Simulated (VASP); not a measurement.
# K3Pb2Au3 (R-3m) in VASP: further runs

K3Pb2Au3 is run at these levels: PBE, revPBE; tasks: single point.

All numbers are computed with VASP 6.6.1; they aren't measurements. Logs are shortened: lines on timing, memory, paths and dates and some standing lists are left out, and cuts for length are marked.

## (1) The cell of the first run

The structure is trigonal, space group R-3m (No. 166). The conventional cell has a = 6.410 Å, b = 6.410 Å, c = 21.580 Å, α = 90.00°, β = 90.00°, γ = 120.00°. K (site symmetry -3m) has 6 Au at 4.04 Å and 6 Pb at 4.09 Å and 6 K at 4.13 Å within 5.3 Å. K (site symmetry 3m) has 4 K at 3.51 to 4.13 Å and 4 Pb at 3.58 to 3.70 Å and 6 Au at 3.65 Å within 4.6 Å. Within 3.5 Å of Au (site symmetry 2/m) lie 2 Pb at 2.62 Å and 4 Au at 3.21 Å. Within 3.5 Å of Pb (site symmetry 3m) lie 3 Au at 2.62 Å.

## (2) Single point, PBE

The input, INCAR:

```
SYSTEM = K3Pb2Au3
ALGO = Normal
EDIFF = 1E-6
ENCUT = 520
GGA = PE
ISIF = 2
ISMEAR = -1
LASPH = .TRUE.
LCHARG = .TRUE.
LELF = .TRUE.
LREAL = .FALSE.
LVHAR = .TRUE.
LWAVE = .FALSE.
NBANDS = 54
NELM = 60
PREC = Accurate
SIGMA = 0.1
```

The input, KPOINTS:

```
k-points
0
G
  4 4 4
  0 0 0
```

The input, POSCAR:

```
K3Pb2Au3
1.0
    3.2052170000      5.5515960000      0.0000000000
   -3.2052170000      5.5515960000      0.0000000000
   -3.2052170000      1.8505290000      7.1934550000
K Au Pb
3 3 2
Direct
    0.5000000000      0.0000000000      0.5000000000
    0.0813000000      0.8374000000      0.2439000000
    0.9187000000      0.1626000000      0.7561000000
    0.5000000000      0.5000000000      0.0000000000
    0.0000000000      0.5000000000      0.0000000000
    0.5000000000      0.0000000000      0.0000000000
    0.2471000000      0.5058000000      0.7413000000
    0.7529000000      0.4942000000      0.2587000000
```

Potentials or basis: VASP PAW PBE potentials, release 64 (K_sv, Au, Pb_d).

Run with:

```sh
$ cat potpaw_PBE.64/K_sv/POTCAR potpaw_PBE.64/Au/POTCAR potpaw_PBE.64/Pb_d/POTCAR > POTCAR
$ mpirun -np 1 vasp_std > vasp.out
```

OUTCAR:

```text
SYSTEM = K3Pb2Au3
   EDIFF = 1E-6
   ENCUT = 520
   GGA = PE
   ISIF = 2
   ISMEAR = -1
   LASPH = .TRUE.
   LREAL = .FALSE.
   NELM = 60
   PREC = Accurate

 ion  position               nearest neighbor table
   1  0.500  0.000  0.500-
   2  0.081  0.837  0.244-   3 3.51   7 3.58   5 3.65   6 3.65   5 3.65   6 3.65   4 3.65   4 3.65
                             8 3.70   8 3.70   8 3.70
   3  0.919  0.163  0.756-   2 3.51   8 3.58   5 3.65   6 3.65   6 3.65   5 3.65   4 3.65   4 3.65
                             7 3.70   7 3.70   7 3.70
   4  0.500  0.500  0.000-   7 2.62   8 2.62   5 3.21   6 3.21   6 3.21   5 3.21   3 3.65   2 3.65
                             3 3.65   2 3.65
   5  0.000  0.500  0.000-   7 2.62   8 2.62   4 3.21   4 3.21   6 3.21   6 3.21   2 3.65   3 3.65
                             2 3.65   3 3.65
   6  0.500  0.000  0.000-   7 2.62   8 2.62   4 3.21   4 3.21   5 3.21   5 3.21   3 3.65   2 3.65
                             2 3.65   3 3.65
   7  0.247  0.506  0.741-   4 2.62   5 2.62   6 2.62   2 3.58   3 3.70   3 3.70   3 3.70
   8  0.753  0.494  0.259-   4 2.62   6 2.62   5 2.62   3 3.58   2 3.70   2 3.70   2 3.70

  LATTYP: Found a trigonal (rhomboedric) cell.
 ALAT       =     8.0897261038
 COS(alpha) =     0.6860378930

  Lattice vectors:

 A1 = (   3.2052170000,   1.8505290000,   7.1934550000)
 A2 = (  -3.2052170000,   1.8505290000,   7.1934550000)
 A3 = (  -0.0000000000,  -3.7010670000,   7.1934550000)

Analysis of symmetry for initial positions (statically):
=====================================================================
 Subroutine PRICEL returns:
 Original cell was already a primitive cell.

 Routine SETGRP: Setting up the symmetry group for a
 trigonal (rhombohedral) supercell.

 Subroutine GETGRP returns: Found 12 space group operations
 (whereof 12 operations were pure point group operations)
 out of a pool of 12 trial point group operations.

The static configuration has the point symmetry D_3d.

Analysis of symmetry for dynamics (positions and initial velocities):
=====================================================================
 Subroutine PRICEL returns:
 Original cell was already a primitive cell.

 Routine SETGRP: Setting up the symmetry group for a
 trigonal (rhombohedral) supercell.

 Subroutine GETGRP returns: Found 12 space group operations
 (whereof 12 operations were pure point group operations)
 out of a pool of 12 trial point group operations.

The dynamic configuration has the point symmetry D_3d.

 Subroutine INISYM returns: Found 12 space group operations
 (whereof 12 operations are pure point group operations),
[... 96 lines left out ...]
   EDIFF  = 0.1E-05   stopping-criterion for ELM
   LREAL  =      F    real-space projection
   EDIFFG = 0.1E-04   stopping-criterion for IOM
   NSW    =      0    number of steps for IOM
   IBRION =     -1    ionic relax: 0-MD 1-quasi-New 2-CG
   NFREE  =      0    steps in history (QN), initial steepest desc. (CG)
   ISIF   =      2    stress and relaxation
   ISYM   =      2    0-nonsym 1-usesym 2-fastsym
   POTIM  = 0.5000    time-step for ionic-motion
   TEBEG  =    0.0;   TEEND  =   0.0 temperature during run
   PSTRESS=    0.0 pullay stress
   NELECT =      88.0000    total number of electrons
   NUPDOWN=      -1.0000    fix difference up-down
   EMIN   =  10.00;   EMAX   =-10.00  energy-range for DOS
   EFERMI =   0.00;   METHOD = LEGACY
   ISMEAR =    -1;   SIGMA  =   0.10  broadening in eV -4-tet -1-fermi 0-gaus
   EFERMI_NEDOS =   21; number of points for ismear=-14 and -15
   IALGO  =     38    algorithm
   IMIX   =      4    mixing-type and parameters
     AMIX     =   0.40;   BMIX     =  1.00
     AMIX_MAG =   1.60;   BMIX_MAG =  1.00
  volume/ion in A,a.u.               =      32.00       215.95
  Fermi-wavevector in a.u.,A,eV,Ry     =   1.146801  2.167140 17.893741  1.315153
  Thomas-Fermi vector in A             =   2.283484
   LORBIT       =      0    0 simple, 1 ext, 2 COOP (PROOUT), +10 PAW based schemes
   GGA     = PE    functional components
[... 5 lines left out ...]
 non-spin polarized calculation
  energy-cutoff  :      520.00
  volume of cell :      256.00
 maximum number of plane-waves:      6916
   NGX = 23   NGY = 23   NGZ = 31

 number of electron      88.0000004 magnetization

 Free energy of the ion-electron system (eV)
  ---------------------------------------------------
  ext. energy  EPLUGINS =         0.00000000
  ---------------------------------------------------
  free energy    TOTEN  =       -20.76883807 eV

  energy without entropy =      -20.60699765  energy(sigma->0) =      -20.68791786

 E-fermi :   3.3695     XC(G=0):  -8.7063

 val. band max:        3.3208403699   @ k =   0.5000   0.0000   0.2500
 cond. band min:       3.3743114782   @ k =   0.0000   0.2500   0.0000
 fundamental gap:      0.0534711083
 Fermi energy:         3.3695262102

 k-point     1 :       0.0000    0.0000    0.0000
  band No.  band energies     occupation
      1     -27.9340      2.00000
      2     -27.5086      2.00000
      3     -27.4838      2.00000
      4     -13.2572      2.00000
      5     -13.2572      2.00000
      6     -13.1544      2.00000
[... 730 lines left out ...]
     53       7.4527      0.00000
     54       7.8461      0.00000

------------------------ aborting loop because EDIFF is reached ----------------------------------------

  FORCE on cell =-STRESS in cart. coord.  units (eV):
  Direction    XX          YY          ZZ          XY          YZ          ZX
  --------------------------------------------------------------------------------------
  -------------------------------------------------------------------------------------
  Total        5.9483000      5.9482942      9.1070391      0.0000000     -0.0000038     -0.0000000
  in kB       37.2272218     37.2271857     56.9960772      0.0000000     -0.0000238     -0.0000000
  external PRESSURE =      43.8168282 kB  Pullay stress =       0.0000000 kB

 VOLUME and BASIS-vectors are now :
 -----------------------------------------------------------------------------
  energy-cutoff  :      520.00
  volume of cell :      256.00
      direct lattice vectors                 reciprocal lattice vectors
     3.205217000  5.551596000  0.000000000     0.155995678  0.090064191  0.046338457
    -3.205217000  5.551596000  0.000000000    -0.155995678  0.090064191 -0.092676801
    -3.205217000  1.850529000  7.193455000     0.000000000  0.000000000  0.139015258

 POSITION                                       TOTAL-FORCE (eV/Angst)
 -----------------------------------------------------------------------------------
      0.00000      3.70106      3.59673         0.000000      0.000000     -0.000000
     -3.20522      5.55160      1.75448         0.000000      0.000000     -0.067535
     -0.00000      7.40213      5.43897         0.000000     -0.000000      0.067535
      0.00000      5.55160      0.00000         0.000000      0.000000     -0.000000
     -1.60261      2.77580      0.00000         0.000000     -0.000000     -0.000000
      1.60261      2.77580      0.00000         0.000000      0.000000     -0.000000
     -3.20522      5.55159      5.33251        -0.000000      0.000001     -2.756754
      0.00000      7.40213      1.86095         0.000000     -0.000001      2.756754
 -----------------------------------------------------------------------------------
    total drift:                               -0.000000      0.000000      0.000000

  FREE ENERGIE OF THE ION-ELECTRON SYSTEM (eV)
  ---------------------------------------------------
  free  energy   TOTEN  =       -20.7688380668 eV

  energy  without entropy=      -20.6069976488  energy(sigma->0) =      -20.68791786
```

stdout:

```text
POSCAR found type information on POSCAR K AuPb
 POSCAR found :  3 types and       8 ions
 scaLAPACK will be used
 LDA part: xc-table for (Slater+PW92), standard interpolation
 POSCAR, INCAR and KPOINTS ok, starting setup
 FFT: planning ... GRIDC
 FFT: planning ... GRID_SOFT
 FFT: planning ... GRID
 WAVECAR not read
 entering main loop
```

It took 2.6 min on 1 thread of Intel Xeon Platinum 8488C (Sapphire Rapids), shared host; peak memory 0.45 GiB.

What came out:

* Free energy: -20.7688 eV
* Pressure: 4.4 GPa
* Largest force: 2.757 eV/Å
* Band gap on the k mesh: zero (band 44 reaches 3.78 eV, above the bottom of band 45 at 2.90 eV)

Forces in eV/Å, atoms in the order of the input:
```
K    0.000  0.000  0.000
K    0.000  0.000 -0.068
K    0.000  0.000  0.068
Au   0.000  0.000  0.000
Au   0.000  0.000  0.000
Au   0.000  0.000  0.000
Pb   0.000  0.000 -2.757
Pb   0.000  0.000  2.757
```

Stress tensor (GPa, compression positive):
```
3.72 0.00 0.00
0.00 3.72 0.00
0.00 0.00 5.70
```

Caveat: spin-orbit coupling is left out, which moves the levels of the heavy elements; forces of over 1 eV/Å act on the atoms, so gaps and moduli don't describe the material at rest.

## (3) Single point, revPBE

The input, INCAR:

```
SYSTEM = K3Pb2Au3
  PREC = Accurate
  ENCUT = 520
  EDIFF = 1E-6
  ISMEAR = -1
  SIGMA = 0.1
  LREAL = .FALSE.
  LASPH = .TRUE.
  NELM = 60
  ALGO = Normal
  ISIF = 2
  LWAVE = .FALSE.
  LCHARG = .FALSE.
  GGA = RE
  NBANDS = 54
```

The input, KPOINTS:

```
Automatic mesh
0
G
  4 4 4
  0 0 0
```

POSCAR is that of step 2.

Potentials or basis: VASP PAW PBE potentials, release 64 (K_sv, Au, Pb_d).

Run with:

```sh
$ cat potpaw_PBE.64/K_sv/POTCAR potpaw_PBE.64/Au/POTCAR potpaw_PBE.64/Pb_d/POTCAR > POTCAR
$ mpirun -np 1 vasp_std > vasp.out
```

OUTCAR:

```text
SYSTEM = K3Pb2Au3
   PREC = Accurate
   ENCUT = 520
   EDIFF = 1E-6
   ISMEAR = -1
   LREAL = .FALSE.
   LASPH = .TRUE.
   NELM = 60
   ISIF = 2
   GGA = RE

 ion  position               nearest neighbor table
   1  0.500  0.000  0.500-
   2  0.081  0.837  0.244-   3 3.51   7 3.58   5 3.65   6 3.65   5 3.65   6 3.65   4 3.65   4 3.65
                             8 3.70   8 3.70   8 3.70
   3  0.919  0.163  0.756-   2 3.51   8 3.58   5 3.65   6 3.65   6 3.65   5 3.65   4 3.65   4 3.65
                             7 3.70   7 3.70   7 3.70
   4  0.500  0.500  0.000-   7 2.62   8 2.62   5 3.21   6 3.21   6 3.21   5 3.21   3 3.65   2 3.65
                             3 3.65   2 3.65
   5  0.000  0.500  0.000-   7 2.62   8 2.62   4 3.21   4 3.21   6 3.21   6 3.21   2 3.65   3 3.65
                             2 3.65   3 3.65
   6  0.500  0.000  0.000-   7 2.62   8 2.62   4 3.21   4 3.21   5 3.21   5 3.21   3 3.65   2 3.65
                             2 3.65   3 3.65
   7  0.247  0.506  0.741-   4 2.62   5 2.62   6 2.62   2 3.58   3 3.70   3 3.70   3 3.70
   8  0.753  0.494  0.259-   4 2.62   6 2.62   5 2.62   3 3.58   2 3.70   2 3.70   2 3.70

  LATTYP: Found a trigonal (rhomboedric) cell.
 ALAT       =     8.0897261038
[... 190 lines left out ...]
      1     -27.9474      2.00000
      2     -27.5055      2.00000
      3     -27.4814      2.00000
      4     -13.1612      2.00000
      5     -13.1612      2.00000
      6     -13.0600      2.00000
[... 730 lines left out ...]
     53       7.6043      0.00000
     54       8.0902      0.00000

------------------------ aborting loop because EDIFF is reached ----------------------------------------

  FORCE on cell =-STRESS in cart. coord.  units (eV):
  Direction    XX          YY          ZZ          XY          YZ          ZX
  --------------------------------------------------------------------------------------
  -------------------------------------------------------------------------------------
  Total        7.9420702      7.9420625     11.0422731      0.0000000     -0.0000046     -0.0000000
  in kB       49.7051611     49.7051128     69.1076694      0.0000000     -0.0000288     -0.0000000
  external PRESSURE =      56.1726478 kB  Pullay stress =       0.0000000 kB

 VOLUME and BASIS-vectors are now :
 -----------------------------------------------------------------------------
  energy-cutoff  :      520.00
  volume of cell :      256.00
      direct lattice vectors                 reciprocal lattice vectors
     3.205217000  5.551596000  0.000000000     0.155995678  0.090064191  0.046338457
    -3.205217000  5.551596000  0.000000000    -0.155995678  0.090064191 -0.092676801
    -3.205217000  1.850529000  7.193455000     0.000000000  0.000000000  0.139015258

 POSITION                                       TOTAL-FORCE (eV/Angst)
 -----------------------------------------------------------------------------------
      0.00000      3.70106      3.59673         0.000000      0.000000      0.000000
     -3.20522      5.55160      1.75448         0.000000      0.000000     -0.039542
     -0.00000      7.40213      5.43897         0.000000     -0.000000      0.039542
      0.00000      5.55160      0.00000         0.000000     -0.000000      0.000000
     -1.60261      2.77580      0.00000         0.000000      0.000000      0.000000
      1.60261      2.77580      0.00000         0.000000      0.000000      0.000000
     -3.20522      5.55159      5.33251         0.000000      0.000001     -2.910052
      0.00000      7.40213      1.86095        -0.000000     -0.000001      2.910052
 -----------------------------------------------------------------------------------
    total drift:                               -0.000000      0.000000      0.000000

  FREE ENERGIE OF THE ION-ELECTRON SYSTEM (eV)
  ---------------------------------------------------
  free  energy   TOTEN  =       -18.3362923717 eV

  energy  without entropy=      -18.1733195041  energy(sigma->0) =      -18.25480594
```

OSZICAR:

```text
N       E                     dE             d eps       ncg     rms          rms(c)
DAV:   1     0.889966326294E+03    0.88997E+03   -0.40923E+04  1404   0.161E+03
DAV:   2     0.780367200746E+02   -0.81193E+03   -0.78062E+03  1454   0.449E+02
DAV:   3    -0.145118932483E+02   -0.92549E+02   -0.90542E+02  1952   0.168E+02
DAV:   4    -0.187839827372E+02   -0.42721E+01   -0.42387E+01  1912   0.355E+01
DAV:   5    -0.192353315681E+02   -0.45135E+00   -0.45100E+00  2556   0.894E+00    0.106E+01
DAV:   6    -0.184606218255E+02    0.77471E+00   -0.34823E+00  1688   0.823E+00    0.683E+00
DAV:   7    -0.183607891090E+02    0.99833E-01   -0.28135E-01  1596   0.252E+00    0.353E+00
DAV:   8    -0.183327071130E+02    0.28082E-01   -0.13800E-01  1808   0.190E+00    0.480E-01
DAV:   9    -0.183355344538E+02   -0.28273E-02   -0.24208E-02  2202   0.742E-01    0.191E-01
DAV:  10    -0.183360486379E+02   -0.51418E-03   -0.21653E-03  1938   0.202E-01    0.954E-02
DAV:  11    -0.183362375828E+02   -0.18894E-03   -0.45320E-04  2200   0.109E-01    0.337E-02
DAV:  12    -0.183362867119E+02   -0.49129E-04   -0.81252E-05  1794   0.380E-02    0.922E-03
DAV:  13    -0.183362922171E+02   -0.55052E-05   -0.17075E-05  1848   0.218E-02    0.370E-03
DAV:  14    -0.183362923717E+02   -0.15453E-06   -0.20795E-06  1370   0.619E-03
   1 F= -.18336292E+02 E0= -.18254806E+02  d E =-.162973E+00
```

It took 2.3 min on 1 thread of Intel Xeon Platinum 8488C (Sapphire Rapids), shared host; peak memory 0.45 GiB.

What came out:

- Free energy: -18.3363 eV
- Pressure: 5.6 GPa
- Largest force: 2.910 eV/Å
- Band gap on the k mesh: zero (band 44 reaches 3.91 eV, above the bottom of band 45 at 3.02 eV)

Forces on the atoms (eV/Å):
```
K    0.000  0.000  0.000
K    0.000  0.000 -0.040
K    0.000  0.000  0.040
Au   0.000  0.000  0.000
Au   0.000  0.000  0.000
Au   0.000  0.000  0.000
Pb   0.000  0.000 -2.910
Pb   0.000  0.000  2.910
```

Stress tensor (GPa, compression positive):
```
4.97 0.00 0.00
0.00 4.97 0.00
0.00 0.00 6.91
```

Levels at points of the mesh, in eV from the Fermi level:
| k point | band 41 | band 42 | band 43 | band 44 | band 45 | band 46 | band 47 | band 48 |
| --- | --- | --- | --- | --- | --- | --- | --- | --- |
| (0.00, 0.00, 0.00) | -0.55 | -0.55 | -0.51 | -0.48 | -0.48 | 1.31 | 1.75 | 1.75 |
| (0.50, 0.00, 0.00) | -2.75 | -1.03 | -0.88 | -0.64 | -0.29 | 1.65 | 3.27 | 3.82 |
| (0.00, 0.50, 0.00) | -2.97 | -1.09 | 0.09 | 0.24 | 0.67 | 1.01 | 1.95 | 2.18 |
| (0.00, 0.00, 0.50) | -1.57 | -0.78 | -0.78 | -0.46 | -0.46 | 1.20 | 1.65 | 1.65 |

Caveat: the PAW data sets were made with another functional, which shifts forces and pressure a little; spin-orbit coupling is left out, which moves the levels of the heavy elements.
